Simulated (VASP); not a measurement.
PrScO: relaxation of cell and atoms with PBE

Crystal: PrScO.

```
Pr Sc O
1.0
     4.09002    0.00000    0.00000
    -2.04501    3.54206    0.00000
     0.00000    0.00000    4.19307
Pr Sc O
1 1 1
Direct
  0.00000 0.00000 0.00000
  0.66667 0.33333 0.50000
  0.33333 0.66667 0.50000
```

The cell was generated, and may not be a known phase.

| Property | Result |
| --- | --- |
| Program | VASP 6.6.1 |
| Task | relaxation of cell and atoms |
| Functional | PBE |
| Potentials or basis | VASP PAW PBE potentials, release 64 (Pr_3, Sc_sv, O), 4f in core |
| Cutoff | 600 eV |
| k mesh | 6 × 6 × 5 |
| Occupations | gaussian, width 0.2 eV |
| Spin | no spin polarisation |
| Dipole correction | no |
| Further INCAR settings | ALGO = Normal; EDIFF = 1e-07; IBRION = 2; EDIFFG = -0.08; NSW = 36; ISIF = 3 |

```json
{
  "Relaxed volume": "21.85 Å³/atom",
  "Relaxed cell": "a = 3.525 Å, b = 3.525 Å, c = 6.090 Å, α = 90.00°, β = 90.00°, γ = 120.00°",
  "Space group after relaxing (to 0.1 Å)": "P-6m2 (No. 187)",
  "Energy gained by relaxing": "609.2 meV/atom",
  "Ionic steps": "15",
  "Pressure after relaxing": "0.5 GPa",
  "Band gap on the k mesh": "zero (bands 14 and 15 overlap by 0.27 eV)"
}
```

Stress tensor (GPa, compression positive):
```
0.56 0.00 0.00
0.00 0.56 0.00
0.00 0.00 0.25
```

Step by step:
```
step  energy change (eV)  largest force (eV/Å)  pressure (GPa)  volume (Å³)
   1              0.0000                0.0000           -1.94        60.75
   2             -0.2970                0.0000            1.44        58.48
   3             -0.6839                0.0000           22.38        50.57
   4             -0.7546                0.0000           14.73        52.69
   5             -0.7425                0.0000           18.54        51.55
   6             -0.8086                0.0000           18.93        51.68
   7             -0.9465                0.0000           20.68        51.99
   8             -0.9134                0.0000           26.18        52.27
   9             -0.9829                0.0000           23.48        52.21
  10             -1.2006                0.0000           19.56        53.91
  11             -1.6443                0.0000            9.70        59.21
  12             -1.7181                0.0000           -3.83        70.59
  13             -1.8077                0.0000            1.35        65.47
  14             -1.8159                0.0000            1.11        65.50
  15             -1.8275                0.0000            0.45        65.55
```

Final structure:
```
Pr Sc O
1.0
     3.52528    0.00000    0.00000
    -1.76264    3.05298    0.00000
     0.00000    0.00000    6.09048
Pr Sc O
1 1 1
Direct
  0.00000 0.00000 0.00000
  0.66667 0.33333 0.50000
  0.33333 0.66667 0.50000
```

Levels at points of the mesh, in eV from the Fermi level:
```
           k point  band 12  band 13  band 14  band 15  band 16  band 17
(0.00, 0.00, 0.00)    -4.95    -3.26    -0.78     1.74     1.74     1.97
(0.50, 0.00, 0.00)    -4.92    -1.66    -0.28     0.12     1.12     1.12
```

Wall time 8.3 min on 1 thread of Intel(R) Xeon(R) Platinum 8259CL CPU @ 2.50GHz (Skylake/Cascade Lake), with other jobs on the host, peak memory 0.23 GiB.

Caveat: a cell axis changed by over 15 % at a fixed basis, so the end point is rough; spin-orbit coupling is left out, which moves the levels of the heavy elements; the 4f electrons are frozen in the core, so they carry no moment and show no levels; the run has no spin polarisation, though such a crystal can be magnetic. With open d or f shells a metallic result of PBE can be an artefact of self-interaction; +U or a hybrid may open a gap.
